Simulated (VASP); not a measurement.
## BP: single point with HSE06

Crystal: BP.

```
CELL_PARAMETERS angstrom
0.00000 2.20027 2.29611
2.20027 0.00000 2.29611
2.20027 2.20027 0.00000
ATOMIC_POSITIONS crystal
B 0.00000 0.00000 0.00000
P 0.25000 0.25000 0.25000
```

This cell differs from its parent crystal: epitaxial xy strain -3.0%.

- Program: VASP 6.6.1
- Task: single point
- Functional: HSE06
- Potentials or basis: VASP PAW PBE potentials, release 64 (B, P)
- Cutoff: 520 eV
- k mesh: 6 × 6 × 6
- Occupations: gaussian, width 0.01 eV
- Spin: no spin polarisation

```
Pressure               : 7.0 GPa
Band gap on the k mesh : 1.64 eV (least direct gap 4.19 eV)
```

Stress tensor (GPa, compression positive):
```
11.49  0.00  0.00
 0.00 11.49  0.00
 0.00  0.00 -1.90
```

Levels at points of the mesh, in eV from the valence-band top:
```
           k point  band 1  band 2  band 3  band 4  band 5  band 6  band 7  band 8
(0.00, 0.00, 0.00)  -17.74   -0.48    0.00    0.00    4.19    4.19    4.43    9.30
(0.50, 0.00, 0.00)  -13.86  -10.55   -2.47   -1.84    4.54    5.71    5.85   11.40
(0.50, 0.50, 0.00)  -12.38  -10.29   -4.55   -4.55    2.13    2.64   14.19   14.19
(0.50, 0.00, 0.50)  -11.89   -9.87   -5.09   -4.98    1.64    1.99   13.54   14.61
```

Wall time 15 min on 1 thread of Intel(R) Xeon(R) Platinum 8259CL CPU @ 2.50GHz (Skylake/Cascade Lake), on a shared host, peak memory 0.24 GiB.

Caveat: the cell differs from its parent crystal (epitaxial xy strain -3.0%); the stress differs along the axes, from -2 to 11 GPa; the PAW data sets were made with another functional, which shifts forces and pressure a little. A k mesh can miss the band edges.
